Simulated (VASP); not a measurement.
LiPS3:

```
Li P S
1.0
     3.19953    1.84725    5.21317
    -3.19953    1.84725    5.21317
     0.00000   -3.69450    5.21317
Li P S
2 2 6
Direct
  0.75000 0.75000 0.75000
  0.25000 0.25000 0.25000
  0.50000 0.50000 0.50000
  0.00000 0.00000 0.00000
  0.22500 0.27500 0.75000
  0.27500 0.75000 0.22500
  0.77500 0.72500 0.25000
  0.25000 0.77500 0.72500
  0.72500 0.25000 0.77500
  0.75000 0.22500 0.27500
```

| Property | Result |
| --- | --- |
| Program | VASP 6.6.1 |
| Task | relaxation of cell and atoms |
| Functional | PBE |
| Potentials or basis | VASP PAW PBE potentials, release 64 (Li_sv, P, S) |
| Cutoff | 600 eV |
| k mesh | 6 × 6 × 6 |
| Occupations | gaussian, width 0.1 eV |
| Spin | no spin polarisation |

At the start: pressure 1.4 GPa; volume 18.49 Å³/atom.

Question: Where does the relaxation end?

Answer: Over 24 steps the energy falls by 188.0 meV/atom and the volume is 16.71 Å³/atom (-9.6 %); space group R-3c (No. 167, to 0.1 Å) before and after.

Step by step:
| step | energy change (eV) | largest force (eV/Å) | pressure (GPa) | volume (Å³) |
| --- | --- | --- | --- | --- |
| 1 | 0.0000 | 0.3834 | 1.35 | 184.87 |
| 2 | -0.0594 | 0.3911 | -0.10 | 189.07 |
| 3 | -0.0830 | 0.3882 | -1.54 | 193.81 |
| 4 | -0.1279 | 0.4110 | -1.67 | 193.81 |
| 5 | -0.2756 | 0.4603 | -2.12 | 193.81 |
| 6 | -0.6045 | 0.4979 | -3.26 | 193.82 |
| 7 | -1.1559 | 0.2242 | -5.92 | 193.83 |
| 8 | 0.3404 | 1.4608 | -5.98 | 193.81 |
| 9 | -1.2126 | 0.0507 | -6.57 | 193.83 |
| 10 | -1.2562 | 0.0180 | -6.52 | 192.85 |
| 11 | -1.3659 | 0.0990 | -6.30 | 189.94 |
| 12 | -1.4655 | 0.4093 | -5.57 | 184.19 |
| 13 | -1.5419 | 0.3743 | -5.13 | 182.35 |
| 14 | -1.7276 | 0.2562 | -3.61 | 176.89 |
| 15 | -1.8707 | 0.0353 | 0.39 | 166.30 |
| 16 | -1.8719 | 0.0059 | -0.03 | 167.24 |
| 17 | -1.8718 | 0.0159 | 0.11 | 166.91 |
| 18 | -1.8732 | 0.0170 | 0.11 | 166.92 |
| 19 | -1.8765 | 0.0197 | 0.09 | 166.93 |
| 20 | -1.8792 | 0.0251 | 0.07 | 166.95 |
| 21 | -1.8792 | 0.0255 | 0.07 | 166.95 |
| 22 | -1.8794 | 0.0172 | -0.01 | 167.11 |
| 23 | -1.8794 | 0.0105 | -0.07 | 167.24 |
| 24 | -1.8795 | 0.0055 | -0.04 | 167.12 |

Final structure:
```
Li P S
1.0
     3.14999    1.81865    4.86211
    -3.14999    1.81865    4.86211
     0.00000   -3.63729    4.86211
Li P S
2 2 6
Direct
  0.75000 0.75000 0.75000
  0.25000 0.25000 0.25000
  0.50000 0.50000 0.50000
  0.00000 0.00000 0.00000
  0.13416 0.36584 0.75000
  0.36584 0.75000 0.13416
  0.86584 0.63416 0.25000
  0.25000 0.86584 0.63416
  0.63416 0.25000 0.86584
  0.75000 0.13416 0.36584
```

Caveat: the cutoff is under 1.25 times the usual one of these potentials, so pressure, stress and relaxed cells hold a basis-set (Pulay) error.
